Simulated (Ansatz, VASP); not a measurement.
Given: the input of a run of VASP 6.6.1 on Ga.

INCAR

```
SYSTEM = Ga
  ALGO = Fast
  EDIFF = 1E-6
  ENCUT = 520
  GGA = PE
  ISIF = 2
  ISMEAR = -1
  LASPH = .True.
  LCHARG = .True.
  LELF = .True.
  LREAL = .False.
  LVHAR = .True.
  LWAVE = .False.
  NBANDS = 20
  NELM = 100
  PREC = Accurate
  SIGMA = 0.05
```

KPOINTS

```
k-points
0
Gamma
  10 10 8
  0 0 0
```

POSCAR

```
Ga
1.0
    1.4101245334     -4.1054710295      0.0000000000
    1.4101245334      4.1054710295      0.0000000000
   -0.1197509717      0.0000000000      3.3952387564
Ga
2
Direct
    0.1310000000      0.8690000000      0.7500000000
    0.8690000000      0.1310000000      0.2500000000
```

Potentials or basis: VASP PAW PBE potentials, release 64 (Ga_d).

Launch:

```sh
$ cat potpaw_PBE.64/Ga_d/POTCAR > POTCAR
$ mpirun -np 1 vasp_std > vasp.out
```

**Question.** Translate it to Ansatz 0.2.0. Potentials there: Ansatz PAW soft_1.

**Answer.** As run (the cutoff follows the program's own potentials):

input.yaml

```yaml
crystal:
  lattice:
    - [1.4101245334, -4.1054710295, 0.0]
    - [1.4101245334, 4.1054710295, 0.0]
    - [-0.1197509717, 0.0, 3.3952387564]
  atoms:
    - { symbol: Ga, position: [0.131, 0.869, 0.75] }
    - { symbol: Ga, position: [0.869, 0.131, 0.25] }
hamiltonian:
  xc: pbe
  pseudopotentials: { kind: paw, azcp: { folder: soft_1 } }
kpoints:
  mp_grid: { grid: [10, 10, 8] }
scf:
  occupations: { method: fermi_dirac, width: 0.05 }
output:
  forces: true
  stress: true
  eigenvalues: true
```

Potentials or basis: Ansatz PAW soft_1.

The run is started by

```bash
$ ansatz run input.yaml --threads 1 --pin off --max-ram 3584MiB --backend cpu --events-out ev --progress --plain --runs-dir out
```

Both were run:

|  | VASP | Ansatz | Ansatz less VASP |
| --- | --- | --- | --- |
| gap on the k mesh at the Fermi level (eV) | none | none | - |
| pressure (GPa) | -1.3 | -1.2 | +0.08 |
| traceless stress, the component that is largest in VASP (GPa) | -0.83 | -0.81 | +0.023 |
| rms of the force components (eV/Å) | 0.101 | 0.099 | -0.0021 |

Atom by atom the forces differ by 0.002 eV/Å (rms over components). A gap of «none» marks a metal or a gap that the smearing closes.
